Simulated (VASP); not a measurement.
# Cu (P6_3/mmc) in VASP: notebook

Runs on Cu. Level: PBEsol. Tasks: single point, relaxation of cell and atoms.

Program: VASP 6.6.1. These are calculated values, not measurements. Logs are shortened: lines on timing, memory, paths and dates and some standing lists are left out, and cuts for length are marked.

## Step 1: The cell of the first run

It takes space group P6_3/mmc (No. 194, hexagonal). The conventional cell has a = 2.524 Å, b = 2.524 Å, c = 4.108 Å, α = 90.00°, β = 90.00°, γ = 120.00°. Within 3.3 Å of Cu (site symmetry -6m2) lie 12 Cu at 2.52 Å.

## Step 2: Single point, PBEsol

Contents of INCAR:

```
  PREC = Accurate
  ENCUT = 520
  EDIFF = 1E-6
  ISMEAR = -1
  SIGMA = 0.05
  LREAL = F
  LASPH = T
  NELM = 80
  ALGO = Fast
  ISIF = 2
  LWAVE = F
  LCHARG = F
  GGA = PS
  NBANDS = 18
```

Contents of KPOINTS:

```
regular mesh
0
Gamma
  12 12 7
```

Contents of POSCAR:

```
Cu
1.0
    2.5243584471      0.0000000000      0.0000000000
   -1.2621792235      2.1861585434      0.0000000000
    0.0000000000      0.0000000000      4.1076374552
Cu
2
Direct
    0.6666666667      0.3333333333      0.7500000000
    0.3333333333      0.6666666667      0.2500000000
```

Potentials or basis: VASP PAW PBE potentials, release 64 (Cu).

Started as:

```sh
$ cat potpaw_PBE.64/Cu/POTCAR > POTCAR
$ mpirun -np 1 vasp_std > vasp.out
```

OUTCAR:

```text
PREC = Accurate
   ENCUT = 520
   EDIFF = 1E-6
   ISMEAR = -1
   LREAL = F
   LASPH = T
   NELM = 80
   ISIF = 2
   GGA = PS

 ion  position               nearest neighbor table
   1  0.667  0.333  0.750-   2 2.52   2 2.52   2 2.52   2 2.52   2 2.52   2 2.52
   2  0.333  0.667  0.250-   1 2.52   1 2.52   1 2.52   1 2.52   1 2.52   1 2.52

  LATTYP: Found a hexagonal cell.
 ALAT       =     2.5243584471
 C/A-ratio  =     1.6272005507

  Lattice vectors:

 A1 = (   2.5243584471,   0.0000000000,   0.0000000000)
 A2 = (  -1.2621792235,   2.1861585434,   0.0000000000)
 A3 = (   0.0000000000,   0.0000000000,   4.1076374552)

Analysis of symmetry for initial positions (statically):
=====================================================================
 Subroutine PRICEL returns:
 Original cell was already a primitive cell.

 Routine SETGRP: Setting up the symmetry group for a
 hexagonal supercell.

 Subroutine GETGRP returns: Found 24 space group operations
 (whereof 12 operations were pure point group operations)
 out of a pool of 24 trial point group operations.

The static configuration has the point symmetry D_3d.
 The point group associated with its full space group is D_6h.

Analysis of symmetry for dynamics (positions and initial velocities):
=====================================================================
 Subroutine PRICEL returns:
 Original cell was already a primitive cell.

 Routine SETGRP: Setting up the symmetry group for a
 hexagonal supercell.

 Subroutine GETGRP returns: Found 24 space group operations
 (whereof 12 operations were pure point group operations)
 out of a pool of 24 trial point group operations.

The dynamic configuration has the point symmetry D_3d.
 The point group associated with its full space group is D_6h.

 Subroutine INISYM returns: Found 24 space group operations
 (whereof 12 operations are pure point group operations),
 and found     1 'primitive' translations

----------------------------------------------------------------------------------------

                                     Primitive cell

  volume of cell :      22.6686

  direct lattice vectors                    reciprocal lattice vectors
     2.524358447  0.000000000  0.000000000     0.396140255  0.228711683  0.000000000
    -1.262179224  2.186158543  0.000000000     0.000000000  0.457423366  0.000000000
     0.000000000  0.000000000  4.107637455     0.000000000  0.000000000  0.243448944

  length of vectors
     2.524358447  2.524358447  4.107637455     0.457423366  0.457423366  0.243448944

  position of ions in fractional coordinates (direct lattice)
     0.666666667  0.333333333  0.750000000
     0.333333333  0.666666667  0.250000000

  ion indices of the primitive-cell ions
   primitive index   ion index
                 1           1
                 2           2

----------------------------------------------------------------------------------------

 KPOINTS: regular mesh

Automatic generation of k-mesh.
 Grid dimensions read from file:
 generate k-points for:   12   12    7

 Generating k-lattice:

  Cartesian coordinates                     Fractional coordinates (reciprocal lattice)
     0.033011688  0.019059307  0.000000000     0.083333333  0.000000000  0.000000000
     0.000000000  0.038118614  0.000000000     0.000000000  0.083333333  0.000000000
     0.000000000  0.000000000  0.034778421     0.000000000  0.000000000  0.142857143

  Length of vectors
     0.038118614  0.038118614  0.034778421

  Shift w.r.t. Gamma in fractional coordinates (k-lattice)
     0.000000000  0.000000000  0.000000000

 Subroutine IBZKPT returns following result:
 ===========================================

 Found     76 irreducible k-points:

 Following reciprocal coordinates:
            Coordinates               Weight
  0.000000  0.000000  0.000000      1.000000
  0.083333 -0.000000  0.000000      6.000000
  0.166667  0.000000  0.000000      6.000000
  0.250000 -0.000000  0.000000      6.000000
  0.333333 -0.000000  0.000000      6.000000
  0.416667 -0.000000  0.000000      6.000000
[... 16 lines left out ...]
  0.250000 -0.000000  0.142857     12.000000
  0.333333 -0.000000  0.142857     12.000000
 [... further k-points ...]
   k-points           NKPTS =     76   k-points in BZ     NKDIM =     76   number of bands    NBANDS=     18
   number of dos      NEDOS =    301   number of ions     NIONS =      2
   total plane-waves  NPLWV =  12800
   dimension x,y,z NGX =    20 NGY =   20 NGZ =   32
   dimension x,y,z NGXF=    40 NGYF=   40 NGZF=   64
   ions per type =               2
   NGX,Y,Z   is equivalent  to a cutoff of  13.17, 13.17, 12.95 a.u.
   NGXF,Y,Z  is equivalent  to a cutoff of  26.34, 26.34, 25.90 a.u.
 SYSTEM =  unknown system
   PREC   = accura    normal or accurate (medium, high low for compatibility)
   ISTART =      0    job   : 0-new  1-cont  2-samecut
   ICHARG =      2    charge: 1-file 2-atom 10-const
   ISPIN  =      1    spin polarized calculation?
   LNONCOLLINEAR =      F non collinear calculations
   LSORBIT =      F    spin-orbit coupling
   LASPH  =      T    aspherical Exc in radial PAW
   ENCUT  =  520.0 eV  38.22 Ry    6.18 a.u.   4.69  4.69  7.64*2*pi/ulx,y,z
   NELM   =     80;   NELMIN=  2; NELMDL= -5     # of ELM steps
   EDIFF  = 0.1E-05   stopping-criterion for ELM
   LREAL  =      F    real-space projection
   EDIFFG = 0.1E-04   stopping-criterion for IOM
   NSW    =      0    number of steps for IOM
   IBRION =     -1    ionic relax: 0-MD 1-quasi-New 2-CG
   NFREE  =      0    steps in history (QN), initial steepest desc. (CG)
   ISIF   =      2    stress and relaxation
   ISYM   =      2    0-nonsym 1-usesym 2-fastsym
   POTIM  = 0.5000    time-step for ionic-motion
   TEBEG  =    0.0;   TEEND  =   0.0 temperature during run
   PSTRESS=    0.0 pullay stress
   NELECT =      22.0000    total number of electrons
   NUPDOWN=      -1.0000    fix difference up-down
   EMIN   =  10.00;   EMAX   =-10.00  energy-range for DOS
   EFERMI =   0.00;   METHOD = LEGACY
   ISMEAR =    -1;   SIGMA  =   0.05  broadening in eV -4-tet -1-fermi 0-gaus
   EFERMI_NEDOS =   21; number of points for ismear=-14 and -15
   IALGO  =     68    algorithm
   IMIX   =      4    mixing-type and parameters
     AMIX     =   0.40;   BMIX     =  1.00
     AMIX_MAG =   1.60;   BMIX_MAG =  1.00
  volume/ion in A,a.u.               =      11.33        76.49
  Fermi-wavevector in a.u.,A,eV,Ry     =   1.620842  3.062948 35.744276  2.627130
  Thomas-Fermi vector in A             =   2.714715
   LORBIT       =      0    0 simple, 1 ext, 2 COOP (PROOUT), +10 PAW based schemes
   GGA     = PS    functional components
   LHFCALC =     F    Hartree Fock is set to
   AEXX    =    0.0000 exact exchange contribution
   IVDW    =     0    specifies the selected vdW correction
   LEPSILON=     F    determine dielectric tensor
   LRPA    =     F    only Hartree local field effects (RPA)
 non-spin polarized calculation
 RMM-DIIS sequential band-by-band and
  energy-cutoff  :      520.00
  volume of cell :       22.67
 maximum number of plane-waves:       622
 NGX is ok and might be reduce to    20
   NGX =  9   NGY =  9   NGZ = 15

 number of electron      21.9999980 magnetization

 Free energy of the ion-electron system (eV)
  ---------------------------------------------------
  ext. energy  EPLUGINS =         0.00000000
  ---------------------------------------------------
  free energy    TOTEN  =        -8.58699340 eV

  energy without entropy =       -8.57905669  energy(sigma->0) =       -8.58302505

 E-fermi :   7.8677     XC(G=0): -13.1492

 val. band max:        7.8530916757   @ k =   0.3333   0.1667   0.2857
 cond. band min:       7.8979177248   @ k =   0.5000  -0.0000   0.0000
 fundamental gap:      0.0448260491
 Fermi energy:         7.8676995349

 k-point     1 :       0.0000    0.0000    0.0000
  band No.  band energies     occupation
      1      -1.7884      2.00000
      2       2.5963      2.00000
      3       4.7741      2.00000
      4       4.8293      2.00000
      5       4.8293      2.00000
      6       5.0551      2.00000
[... 10 lines left out ...]
     17      31.8435      0.00000
     18      31.8865      0.00000

 k-point     2 :       0.0833   -0.0000    0.0000
  band No.  band energies     occupation
      1      -1.5579      2.00000
      2       2.7294      2.00000
      3       4.6398      2.00000
      4       4.9156      2.00000
      5       4.9373      2.00000
      6       5.0177      2.00000
[... 10 lines left out ...]
     17      32.6548      0.00000
     18      32.9153      0.00000

 k-point     3 :       0.1667    0.0000    0.0000
  band No.  band energies     occupation
      1      -0.8826      2.00000
      2       3.0660      2.00000
      3       4.4382      2.00000
      4       4.6132      2.00000
      5       4.8778      2.00000
      6       5.1585      2.00000
[... 10 lines left out ...]
     17      30.0182      0.00000
     18      31.9372      0.00000

 k-point     4 :       0.2500   -0.0000    0.0000
  band No.  band energies     occupation
      1       0.1754      2.00000
      2       3.3748      2.00000
      3       4.0556      2.00000
      4       4.2953      2.00000
      5       4.7899      2.00000
      6       5.0066      2.00000
[... 375 lines left out ...]
      4       4.4589      2.00000
      5       4.8247      2.00000
      6       5.0392      2.00000
[... 10 lines left out ...]
     17      29.1215      0.00000
     18      30.7889      0.00000

 k-point    23 :       0.2500   -0.0000    0.1429
  band No.  band energies     occupation
      1       0.3409      2.00000
      2       3.3621      2.00000
      3       3.9554      2.00000
      4       4.3259      2.00000
      5       4.7105      2.00000
      6       5.0262      2.00000
[... 10 lines left out ...]
     17      27.6702      0.00000
     18      29.8148      0.00000

 k-point    24 :       0.3333   -0.0000    0.1429
  band No.  band energies     occupation
      1       1.5605      2.00000
      2       3.3763      2.00000
      3       3.6621      2.00000
      4       4.2727      2.00000
      5       4.8223      2.00000
      6       4.9148      2.00000
[... 10 lines left out ...]
     17      25.6831      0.00000
     18      28.0601      0.00000

 [... further k-points ...]

------------------------ aborting loop because EDIFF is reached ----------------------------------------

  FORCE on cell =-STRESS in cart. coord.  units (eV):
  Direction    XX          YY          ZZ          XY          YZ          ZX
  --------------------------------------------------------------------------------------
  -------------------------------------------------------------------------------------
  Total        0.1301658      0.1301658      0.1220649      0.0000000      0.0000000      0.0000000
  in kB        9.1998941      9.1998941      8.6273350      0.0000000      0.0000000      0.0000000
  external PRESSURE =       9.0090411 kB  Pullay stress =       0.0000000 kB

 VOLUME and BASIS-vectors are now :
 -----------------------------------------------------------------------------
  energy-cutoff  :      520.00
  volume of cell :       22.67
      direct lattice vectors                 reciprocal lattice vectors
     2.524358447  0.000000000  0.000000000     0.396140255  0.228711683  0.000000000
    -1.262179224  2.186158543  0.000000000     0.000000000  0.457423366  0.000000000
     0.000000000  0.000000000  4.107637455     0.000000000  0.000000000  0.243448944

 POSITION                                       TOTAL-FORCE (eV/Angst)
 -----------------------------------------------------------------------------------
      1.26218      0.72872      3.08073         0.000000     -0.000000      0.000000
     -0.00000      1.45744      1.02691        -0.000000      0.000000      0.000000
 -----------------------------------------------------------------------------------
    total drift:                               -0.000000      0.000000     -0.000000

  FREE ENERGIE OF THE ION-ELECTRON SYSTEM (eV)
  ---------------------------------------------------
  free  energy   TOTEN  =        -8.5869934032 eV

  energy  without entropy=       -8.5790566948  energy(sigma->0) =       -8.58302505
```

It took 39 s on 1 thread of AMD EPYC 7R43 (Zen 3), shared host; peak memory 0.11 GiB.

What came out:

* Free energy: -8.5870 eV
* Pressure: 0.9 GPa
* Band gap on the k mesh: zero (band 11 reaches 11.97 eV, above the bottom of band 12 at 5.99 eV)

Levels at points of the mesh, in eV from the Fermi level:
| k point | band 7 | band 8 | band 9 | band 10 | band 11 | band 12 | band 13 | band 14 | band 15 | band 16 |
| --- | --- | --- | --- | --- | --- | --- | --- | --- | --- | --- |
| (0.00, 0.00, 0.00) | -2.81 | -2.52 | -2.52 | -1.72 | -1.72 | -1.08 | 4.05 | 21.68 | 22.29 | 22.29 |
| (0.50, 0.00, 0.00) | -2.78 | -1.62 | -1.56 | -1.51 | 0.03 | 1.66 | 7.98 | 8.41 | 10.98 | 11.44 |

Caveat: the PAW data sets were made with another functional, which shifts forces and pressure a little.

## Step 3: Relaxation of cell and atoms, PBEsol, target pressure 2 GPa, at which the enthalpy is minimised

This run uses another cell than the first one, of 11.44 Å³/atom, 1.009 times its volume.

Contents of INCAR:

```
PREC = Accurate
ENCUT = 600
EDIFF = 1E-6
ISMEAR = -1
SIGMA = 0.05
LREAL = False
LASPH = True
NELM = 80
ALGO = Normal
ISIF = 3
LWAVE = False
LCHARG = False
GGA = PS
IBRION = 2
NSW = 60
EDIFFG = -0.01
PSTRESS = 20.0
```

Contents of KPOINTS:

```
Automatic mesh
0
Gamma
  12 12 7
```

Contents of POSCAR:

```
Cu
1.0
    2.5340966698      0.0000000000      0.0000000000
   -1.2670483349      2.1945920917      0.0000000000
    0.0000000000      0.0000000000      4.1125710000
Cu
2
Direct
    0.6666666667      0.3333333333      0.7500000000
    0.3333333333      0.6666666667      0.2500000000
```

Potentials or basis: VASP PAW PBE potentials, release 64 (Cu).

Started as:

```sh
$ cat potpaw_PBE.64/Cu/POTCAR > POTCAR
$ mpirun -np 1 vasp_std > vasp.out
```

Wall time 1.8 min (1 thread of AMD EPYC 7R43 (Zen 3), shared host); peak memory 0.12 GiB.

The run converged. Its results:

- Free energy: -8.5858 eV
- Relaxed volume: 11.25 Å³/atom
- Relaxed cell: a = 2.518 Å, b = 2.518 Å, c = 4.097 Å, α = 90.00°, β = 90.00°, γ = 120.00°
- Space group after relaxing (to 0.05 Å): P6_3/mmc (No. 194)
- Energy change on relaxing (the enthalpy is what falls): +0.8 meV/atom
- Ionic steps: 6
- Pressure after relaxing: 2.1 GPa
- Band gap on the k mesh: zero (band 11 reaches 12.09 eV, above the bottom of band 12 at 6.08 eV)

Step by step:
| step | energy change (eV) | largest force (eV/Å) | pressure (GPa) | volume (Å³) |
| --- | --- | --- | --- | --- |
| 1 | 0.0000 | 0.0000 | -0.66 | 22.87 |
| 2 | 0.0063 | 0.0000 | 4.03 | 22.25 |
| 3 | 0.0015 | 0.0000 | 1.99 | 22.51 |
| 4 | 0.0016 | 0.0000 | 2.01 | 22.50 |
| 5 | 0.0015 | 0.0000 | 2.17 | 22.50 |
| 6 | 0.0015 | 0.0000 | 2.13 | 22.50 |

Final structure:
```
CELL_PARAMETERS angstrom
2.51824 0.00000 0.00000
-1.25912 2.18086 0.00000
0.00000 0.00000 4.09710
ATOMIC_POSITIONS crystal
Cu 0.66667 0.33333 0.75000
Cu 0.33333 0.66667 0.25000
```

Levels at points of the mesh, in eV from the Fermi level:
```
           k point  band 8  band 9  band 10  band 11  band 12  band 13  band 14  band 15
(0.00, 0.00, 0.00)   -2.54   -2.54    -1.73    -1.73    -1.10     4.09    21.73    22.40
(0.50, 0.00, 0.00)   -1.63   -1.57    -1.52     0.03     1.68     8.02     8.46    11.02
```

Caveat: the cell is relaxed towards a set pressure, so the enthalpy falls and the energy may rise; the PAW data sets were made with another functional, which shifts forces and pressure a little.
